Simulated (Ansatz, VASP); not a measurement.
**One calculation of LiF, two programs**

```
CELL_PARAMETERS angstrom
0.00000 2.04171 2.04171
2.04171 0.00000 2.04171
2.04171 2.04171 0.00000
ATOMIC_POSITIONS crystal
Li 0.00000 0.00000 0.00000
F 0.50000 0.50000 0.50000
```

Alike in both runs: task relaxation of cell and atoms; functional LDA; k mesh 8 × 8 × 8; occupations gaussian, width 0.1 eV; no spin polarisation.

```csv
,VASP,Ansatz
version,VASP 6.6.1,Ansatz 0.2.0
potentials or method,"VASP PAW LDA potentials, release 64 (Li_sv, F), cutoff 600 eV","scalar-relativistic, plane waves, PAW"
valence electrons in the cell,10,10
```

Ansatz gave:

| Item | Value |
| --- | --- |
| gap on the k mesh at the Fermi level, each at its own relaxed structure (eV) | 9.71 |
| relaxed volume (Å³/atom) | 7.46 |
| relaxed cell length with the largest relative difference (Å) | 2.763 |

Question: What did VASP give for the same quantities?

Answer: gap on the k mesh at the Fermi level, each at its own relaxed structure (eV): 9.67; relaxed volume (Å³/atom): 7.48; relaxed cell length with the largest relative difference (Å): 2.765.

Ansatz warns that its potentials were made for another functional, while VASP's fit it. LDA's correlation is that of Perdew and Zunger in VASP and of Perdew and Wang (1992) in Ansatz.

Noted on VASP's run: the cutoff is short for stress, so the pressure is rough.
